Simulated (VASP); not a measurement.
Input of a VASP 6.6.1 run:

INCAR

```
SYSTEM = Li
ALGO = Normal
EDIFF = 1E-7
EDIFFG = -0.01
ENCUT = 600
GGA = CA
IBRION = 2
ISIF = 8
ISMEAR = -1
LASPH = .TRUE.
LCHARG = .FALSE.
LREAL = .FALSE.
LWAVE = .FALSE.
NELM = 80
NSW = 50
PREC = Accurate
SIGMA = 0.1
```

Contents of KPOINTS:

```
k-points
0
G
  8 8 8
  0 0 0
```

POSCAR

```
Li
1.0
   -1.7546500000      1.7546500000      1.7546500000
    1.7546500000     -1.7546500000      1.7546500000
    1.7546500000      1.7546500000     -1.7546500000
Li
1
Direct
    0.0000000000      0.0000000000      0.0000000000
```

Potentials or basis: VASP PAW LDA potentials, release 64 (Li_sv).

The run is started by

```bash
$ cat potpaw_LDA.64/Li_sv/POTCAR > POTCAR
$ mpirun -np 1 vasp_std > vasp.out
```

What does it give for the relaxed cell?

a = 2.898 Å, b = 2.898 Å, c = 2.898 Å, α = 109.47°, β = 109.47°, γ = 109.47°.

Predict the space group after relaxing (to 0.05 Å).

Im-3m (No. 229).

Final structure:
```
Li
1.0
    -1.67296    1.67296    1.67296
     1.67296   -1.67296    1.67296
     1.67296    1.67296   -1.67296
Li
1
Direct
  0.00000 0.00000 0.00000
```

 Zero-point motion and thermal expansion aren't in these numbers.
